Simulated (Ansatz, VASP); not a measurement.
# One calculation of La2O3, two programs

```
CELL_PARAMETERS angstrom
6.26678 0.00000 0.00000
-3.13339 5.42719 0.00000
0.00000 0.00000 3.29977
ATOMIC_POSITIONS crystal
La 0.33333 0.66667 0.50000
La 0.66667 0.33333 0.50000
O 0.49199 0.49199 0.00000
O 0.00000 0.50801 0.00000
O 0.50801 0.00000 0.00000
```

Alike in both runs: task single point; functional PBE; k mesh 3 × 3 × 6; occupations gaussian, width 0.1 eV; no spin polarisation.

|  | VASP | Ansatz |
| --- | --- | --- |
| version | VASP 6.6.1 | Ansatz 0.2.0 |
| potentials or method | VASP PAW PBE potentials, release 64 (La, O), cutoff 520 eV | scalar-relativistic, plane waves, PAW |
| valence electrons in the cell | 40 | 40 |

```csv
,VASP,Ansatz,Ansatz less VASP
gap on the k mesh at the Fermi level (eV),1.54,1.53,-0.015
least direct gap on the mesh (eV),2.05,2.05,-0.002
pressure (GPa),1.9,2.1,+0.23
"traceless stress, the component that is largest in VASP (GPa)",-1.57,-1.52,+0.054
rms of the force components (eV/Å),0.021,0.021,-0.0006
```

Atom by atom the forces differ by 0.001 eV/Å (rms over components). The functional is the same, so the differences come from potentials, cutoffs and numerics.

Spin-orbit coupling is off throughout.
